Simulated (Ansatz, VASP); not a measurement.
## CdO in VASP and in Ansatz

File INCAR:

```
SYSTEM = CdO
PREC = Accurate ; ENCUT = 600
EDIFF = 1E-6 ; ISMEAR = 1
SIGMA = 0.0064 ; LREAL = .FALSE.
LASPH = .TRUE. ; NELM = 120
ALGO = Normal ; ISIF = 2
LWAVE = .FALSE. ; LCHARG = .TRUE.
GGA = PE ; LELF = .TRUE.
LVHAR = .TRUE. ; NBANDS = 16
GGA_COMPAT = .FALSE.
```

Contents of KPOINTS:

```
regular mesh
0
G
  6 6 6
  0 0 0
```

File POSCAR:

```
CdO
1.0
    0.0000000000      2.3609927699      2.3609927699
    2.3609927699      0.0000000000      2.3609927699
    2.3609927699      2.3609927699      0.0000000000
Cd O
1 1
Direct
    0.0000000000      0.0000000000      0.0000000000
    0.5000000000      0.5000000000      0.5000000000
```

Input for Ansatz:

```yaml
crystal:
  lattice:
    - [0.0, 2.3609927699, 2.3609927699]
    - [2.3609927699, 0.0, 2.3609927699]
    - [2.3609927699, 2.3609927699, 0.0]
  atoms:
    - { symbol: Cd, position: [0.0, 0.0, 0.0] }
    - { symbol: O, position: [0.5, 0.5, 0.5] }
basis: {}
kpoints:
  mp_grid: { grid: [6, 6, 6] }
hamiltonian:
  xc: pbe
  pseudopotentials: { kind: nc }
scf:
  occupations: { method: methfessel_paxton, width: 0.0064 }
  mixing: { algorithm: broyden, preconditioner: kerker_dos }
  initial_density: { chi_scale: 0, normalization: atom }
  max_iter: 75
output:
  forces: true
  stress: true
  eigenvalues: true
```

Alike in both runs: task single point; functional PBE; k mesh 6 × 6 × 6; occupations methfessel-paxton of order 1, width 0.0064 eV; no spin polarisation.

|  | VASP | Ansatz |
| --- | --- | --- |
| version | VASP 6.6.1 | Ansatz 0.2.0 |
| potentials or method | VASP PAW PBE potentials, release 64 (Cd, O) | scalar-relativistic, plane waves, norm-conserving potentials |
| plane-wave cutoff (eV) | 600 | 1240 |
| valence electrons in the cell | 18 | 26 |

|  | VASP | Ansatz | Ansatz less VASP |
| --- | --- | --- | --- |
| gap on the k mesh at the Fermi level (eV) | none | none | - |
| pressure (GPa) | 5.1 | 3.9 | -1.25 |

A gap of «none» marks a metal or a gap that the smearing closes. VASP's potentials hold 18 valence electrons a cell and Ansatz's 26, so a difference there can come from the potentials and not from the codes.

The k mesh is coarse, so the values compare programs but aren't converged.
